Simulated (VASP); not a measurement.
# TiCo3 (Pm-3m) in VASP: notebook

TiCo3 is run at these levels: PBEsol; tasks: single point.

Program: VASP 6.6.1. These are calculated values, not measurements. Logs are shortened: lines on timing, memory, paths and dates and some standing lists are left out, and cuts for length are marked.

### Step 1. The cell of the first run

It takes space group Pm-3m (No. 221, cubic). Conventional cell: a = 3.571 Å, b = 3.571 Å, c = 3.571 Å, α = 90.00°, β = 90.00°, γ = 90.00°. Ti (site symmetry m-3m) has 12 Co at 2.53 Å within 3.3 Å. Within 3.3 Å of Co (site symmetry 4/mmm) lie 4 Ti at 2.53 Å and 8 Co at 2.53 Å.

### Step 2. Single point, PBEsol, collinear spin, ferrimagnetic start

The input, INCAR:

```
PREC = Accurate ; ENCUT = 520
EDIFF = 1E-6 ; ISMEAR = -1
SIGMA = 0.05 ; LREAL = False
LASPH = True ; NELM = 150
ALGO = Normal ; ISIF = 2
LWAVE = False ; LCHARG = False
ISPIN = 2 ; MAGMOM = -0.495 1.455 1.455 1.455
LORBIT = 11 ; NUPDOWN = 3.87
LMAXMIX = 4 ; GGA = PS
NBANDS = 32
```

The input, KPOINTS:

```
regular mesh
0
Gamma
  10 10 10
```

The input, POSCAR:

```
TiCo3
1.0
    3.5710000000      0.0000000000      0.0000000000
    0.0000000000      3.5710000000      0.0000000000
    0.0000000000      0.0000000000      3.5710000000
Ti Co
1 3
Direct
    0.0000000000      0.0000000000      0.0000000000
    0.0000000000      0.5000000000      0.5000000000
    0.5000000000      0.0000000000      0.5000000000
    0.5000000000      0.5000000000      0.0000000000
```

Potentials or basis: VASP PAW PBE potentials, release 64 (Ti_sv, Co).

The run is started by

```console
$ cat potpaw_PBE.64/Ti_sv/POTCAR potpaw_PBE.64/Co/POTCAR > POTCAR
$ mpirun -np 1 vasp_std > vasp.out
```

OUTCAR:

```text
PREC = Accurate
   ENCUT = 520
   EDIFF = 1E-6
   ISMEAR = -1
   LREAL = False
   LASPH = True
   NELM = 150
   ISIF = 2
   ISPIN = 2
   LORBIT = 11
   NUPDOWN = 3.87
   GGA = PS

 ion  position               nearest neighbor table
   1  0.000  0.000  0.000-   2 2.53   3 2.53   4 2.53   2 2.53   3 2.53   2 2.53   4 2.53   2 2.53
                             3 2.53   4 2.53   3 2.53   4 2.53
   2  0.000  0.500  0.500-   1 2.53   3 2.53   4 2.53   1 2.53   4 2.53   1 2.53   3 2.53   1 2.53
                             3 2.53   4 2.53   4 2.53   3 2.53
   3  0.500  0.000  0.500-   1 2.53   2 2.53   4 2.53   1 2.53   4 2.53   2 2.53   4 2.53   4 2.53
                             1 2.53   2 2.53   1 2.53   2 2.53
   4  0.500  0.500  0.000-   1 2.53   2 2.53   3 2.53   2 2.53   3 2.53   1 2.53   3 2.53   3 2.53
                             1 2.53   2 2.53   2 2.53   1 2.53

  LATTYP: Found a simple cubic cell.
 ALAT       =     3.5710000000

  Lattice vectors:

 A1 = (   3.5710000000,   0.0000000000,   0.0000000000)
 A2 = (   0.0000000000,   3.5710000000,   0.0000000000)
 A3 = (   0.0000000000,   0.0000000000,   3.5710000000)

Analysis of symmetry for initial positions (statically):
=====================================================================
 Subroutine PRICEL returns:
 Original cell was already a primitive cell.

 Routine SETGRP: Setting up the symmetry group for a
 simple cubic supercell.

 Subroutine GETGRP returns: Found 48 space group operations
[... 9 lines left out ...]

 Routine SETGRP: Setting up the symmetry group for a
 simple cubic supercell.

 Subroutine GETGRP returns: Found 48 space group operations
 (whereof 48 operations were pure point group operations)
 out of a pool of 48 trial point group operations.

The dynamic configuration has the point symmetry O_h .

Analysis of structural, dynamic, and magnetic symmetry:
=====================================================================
 Subroutine PRICEL returns:
 Original cell was already a primitive cell.

 Routine SETGRP: Setting up the symmetry group for a
 simple cubic supercell.

 Subroutine GETGRP returns: Found 48 space group operations
 (whereof 48 operations were pure point group operations)
 out of a pool of 48 trial point group operations.

The overall configuration has the point symmetry O_h .

 Subroutine INISYM returns: Found 48 space group operations
[... 5 lines left out ...]
                                     Primitive cell

  volume of cell :      45.5375

  direct lattice vectors                    reciprocal lattice vectors
     3.571000000  0.000000000  0.000000000     0.280033604  0.000000000  0.000000000
     0.000000000  3.571000000  0.000000000     0.000000000  0.280033604  0.000000000
[... 117 lines left out ...]
   IVDW    =     0    specifies the selected vdW correction
   LEPSILON=     F    determine dielectric tensor
   LRPA    =     F    only Hartree local field effects (RPA)
 spin polarized calculation
  energy-cutoff  :      520.00
  volume of cell :       45.54
 maximum number of plane-waves:      1248
 NGX is ok and might be reduce to    28
   NGX = 13   NGY = 13   NGZ = 13

 number of electron      39.0000039 magnetization       3.8700008

 Free energy of the ion-electron system (eV)
  ---------------------------------------------------
  ext. energy  EPLUGINS =         0.00000000
  ---------------------------------------------------
  free energy    TOTEN  =       -32.08415780 eV

  energy without entropy =      -32.01850649  energy(sigma->0) =      -32.05133214

 E-fermi :  10.2029     XC(G=0): -13.4594

 val. band max:       11.5158062064   @ k =   0.5000   0.2000   0.0000
 cond. band min:      10.2033530548   @ k =   0.4000   0.3000   0.0000
 fundamental gap:     -1.3124531516
 Fermi energy:        11.5202071179

 spin component 1

 k-point     1 :       0.0000    0.0000    0.0000
  band No.  band energies     occupation
      1     -45.7348      1.00000
      2     -22.0987      1.00000
      3     -22.0987      1.00000
      4     -22.0987      1.00000
      5       2.0527      1.00000
      6       5.4954      1.00000
[... 805 lines left out ...]
     30      20.8900      0.00000
     31      22.2736      0.00000

 [... further k-points ...]

 spin component 2

 k-point     1 :       0.0000    0.0000    0.0000
  band No.  band energies     occupation
      1     -45.8343      1.00000
      2     -22.2022      1.00000
      3     -22.2022      1.00000
      4     -22.2022      1.00000
      5       2.2118      1.00000
      6       6.2252      1.00000
[... 805 lines left out ...]
     30      21.2755      0.00000
     31      22.6858      0.00000

 [... further k-points ...]

 [bands above 31 left out]

------------------------ aborting loop because EDIFF is reached ----------------------------------------

  FORCE on cell =-STRESS in cart. coord.  units (eV):
  Direction    XX          YY          ZZ          XY          YZ          ZX
  --------------------------------------------------------------------------------------
  -------------------------------------------------------------------------------------
  Total        0.3318797      0.3318797      0.3318797     -0.0000000     -0.0000000      0.0000000
  in kB       11.6767418     11.6767418     11.6767418     -0.0000000     -0.0000000      0.0000000
  external PRESSURE =      11.6767418 kB  Pullay stress =       0.0000000 kB

 VOLUME and BASIS-vectors are now :
 -----------------------------------------------------------------------------
  energy-cutoff  :      520.00
  volume of cell :       45.54
      direct lattice vectors                 reciprocal lattice vectors
     3.571000000  0.000000000  0.000000000     0.280033604  0.000000000  0.000000000
     0.000000000  3.571000000  0.000000000     0.000000000  0.280033604  0.000000000
     0.000000000  0.000000000  3.571000000     0.000000000  0.000000000  0.280033604

 POSITION                                       TOTAL-FORCE (eV/Angst)
 -----------------------------------------------------------------------------------
      0.00000      0.00000      0.00000         0.000000      0.000000      0.000000
      0.00000      1.78550      1.78550         0.000000      0.000000      0.000000
      1.78550      0.00000      1.78550         0.000000      0.000000      0.000000
      1.78550      1.78550      0.00000         0.000000      0.000000      0.000000
 -----------------------------------------------------------------------------------
    total drift:                                0.000000      0.000000      0.000000

  FREE ENERGIE OF THE ION-ELECTRON SYSTEM (eV)
  ---------------------------------------------------
  free  energy   TOTEN  =       -32.0841578018 eV

  energy  without entropy=      -32.0185064856  energy(sigma->0) =      -32.05133214

 total charge

# of ion       s       p       d       tot
------------------------------------------
    1        2.271   6.213   1.967  10.450
    2        0.519   0.542   7.284   8.345
    3        0.519   0.542   7.284   8.345
    4        0.519   0.542   7.284   8.345
--------------------------------------------------
tot          3.828   7.838  23.818  35.485

 magnetization (x)

# of ion       s       p       d       tot
------------------------------------------
    1       -0.003  -0.001  -0.124  -0.128
    2        0.002   0.019   1.302   1.323
    3        0.002   0.019   1.302   1.323
    4        0.002   0.019   1.302   1.323
--------------------------------------------------
tot          0.003   0.055   3.781   3.840
```

OSZICAR:

```text
N       E                     dE             d eps       ncg     rms          rms(c)
DAV:   1     0.319139250283E+03    0.31914E+03   -0.16963E+04  7200   0.161E+03
DAV:   2    -0.119913360307E+02   -0.33113E+03   -0.31380E+03  7264   0.372E+02
DAV:   3    -0.365818924773E+02   -0.24591E+02   -0.23574E+02  8872   0.118E+02
DAV:   4    -0.374563145782E+02   -0.87442E+00   -0.87010E+00  9320   0.195E+01
DAV:   5    -0.374813299715E+02   -0.25015E-01   -0.25014E-01  9032   0.311E+00    0.238E+01
DAV:   6    -0.374205701746E+02    0.60760E-01   -0.38632E+01  7952   0.856E+01    0.198E+01
DAV:   7    -0.327303171296E+02    0.46903E+01   -0.21160E+01  9008   0.525E+01    0.976E+00
DAV:   8    -0.321298317077E+02    0.60049E+00   -0.17285E+00  9752   0.160E+01    0.252E+00
DAV:   9    -0.321047821735E+02    0.25050E-01   -0.16559E-01  9336   0.428E+00    0.205E+00
DAV:  10    -0.320855895517E+02    0.19193E-01   -0.56041E-02  9112   0.241E+00    0.996E-01
DAV:  11    -0.320840614372E+02    0.15281E-02   -0.11076E-02  9912   0.960E-01    0.221E-01
DAV:  12    -0.320841878635E+02   -0.12643E-03   -0.21663E-03  8160   0.492E-01    0.723E-02
DAV:  13    -0.320841682993E+02    0.19564E-04   -0.21371E-04  9112   0.174E-01    0.442E-02
DAV:  14    -0.320841635883E+02    0.47110E-05   -0.44541E-05 10152   0.602E-02    0.242E-02
DAV:  15    -0.320841594353E+02    0.41530E-05   -0.85138E-06  8864   0.232E-02    0.107E-02
DAV:  16    -0.320841578742E+02    0.15611E-05   -0.13657E-06  5648   0.132E-02    0.575E-03
DAV:  17    -0.320841578018E+02    0.72335E-07   -0.30937E-07  4024   0.411E-03
   1 F= -.32084158E+02 E0= -.32051332E+02  d E =-.656513E-01  mag=     3.8700
```

Run time: 2.7 min. Hardware: 1 thread of AMD EPYC 7R13, shared host; peak memory 0.25 GiB.

What came out:

```yaml
Free_energy: -32.0842 eV
Pressure: 1.2 GPa
Net_moment: 3.87 μB per cell
Site_moments: Ti -0.13; Co +1.32 μB
Valence_electrons_inside_the_program's_atomic_spheres: Ti 10.45; Co 8.35
```

Caveat: the PAW data sets were made with another functional, which shifts forces and pressure a little; the total moment is fixed, so each spin has its own Fermi level.

### Step 3. Single point, PBEsol, collinear spin, ferrimagnetic start

The input, INCAR:

```
SYSTEM = TiCo3
  ALGO = Normal
  EDIFF = 1E-7
  ENCUT = 520
  GGA = PS
  ISIF = 2
  ISMEAR = -1
  ISPIN = 2
  LASPH = .True.
  LCHARG = .False.
  LMAXMIX = 4
  LORBIT = 11
  LREAL = .False.
  LWAVE = .False.
  MAGMOM = -0.495 1.455 1.455 1.455
  NBANDS = 32
  NELM = 150
  NUPDOWN = 3.87
  PREC = Accurate
  SIGMA = 0.05
```

The input, KPOINTS:

```
k-points
0
Gamma
  10 10 10
  0 0 0
```

POSCAR is that of step 2.

Potentials or basis: VASP PAW PBE potentials, release 64 (Ti_sv, Co).

The run is started by

```console
$ cat potpaw_PBE.64/Ti_sv/POTCAR potpaw_PBE.64/Co/POTCAR > POTCAR
$ mpirun -np 1 vasp_std > vasp.out
```

Wall time 2.4 min (1 thread of AMD EPYC 7R13, shared host); peak memory 0.26 GiB.

It converged, with:

```
Free energy                                           : -32.0842 eV
Pressure                                              : 1.2 GPa
Net moment                                            : 3.87 μB per cell
Site moments                                          : Ti -0.13; Co +1.32 μB
Valence electrons inside the program's atomic spheres : Ti 10.45; Co 8.35
```

Caveat: the PAW data sets were made with another functional, which shifts forces and pressure a little; the total moment is fixed, so each spin has its own Fermi level.
